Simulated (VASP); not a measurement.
InP: single point with PBEsol-based global hybrid with 25 % exact exchange

Crystal: InP.

```xyz
2
Lattice="0.0000 2.9691 2.9691 2.9691 0.0000 2.9691 2.9691 2.9691 0.0000" Properties=species:S:1:pos:R:3 pbc="T T T"
In    0.0000    0.0000    0.0000
P     4.4536    4.4536    4.4536
```

```json
{"Program": "VASP 6.6.1", "Task": "single point", "Functional": "PBEsol-based global hybrid with 25 % exact exchange", "Potentials or basis": "VASP PAW PBE potentials, release 64 (In_d, P)", "Cutoff": "520 eV", "k mesh": "4 × 4 × 4", "Occupations": "fermi-dirac, width 0.05 eV", "Spin": "no spin polarisation"}
```

```yaml
Pressure: -3.4 GPa
Band_gap_on_the_k_mesh: 1.90 eV
```

Levels at points of the mesh, in eV from the valence-band top:
```csv
k point,band 6,band 7,band 8,band 9,band 10,band 11,band 12,band 13
"(0.00, 0.00, 0.00)",-12.54,0.00,0.00,0.00,1.90,5.58,5.58,5.58
"(0.50, 0.00, 0.00)",-10.78,-6.15,-1.02,-1.02,2.79,6.31,6.31,8.56
"(0.50, 0.50, 0.00)",-10.10,-6.18,-2.45,-2.45,3.03,3.63,10.82,11.32
```

Run time: 9.4 min on 1 thread of Intel Xeon 8259CL, on a shared host, peak memory 0.18 GiB.

Caveat: the k points lie up to 0.46 Å⁻¹ apart; the PAW data sets were made with another functional, which shifts forces and pressure a little; spin-orbit coupling is left out, which moves the levels of the heavy elements.
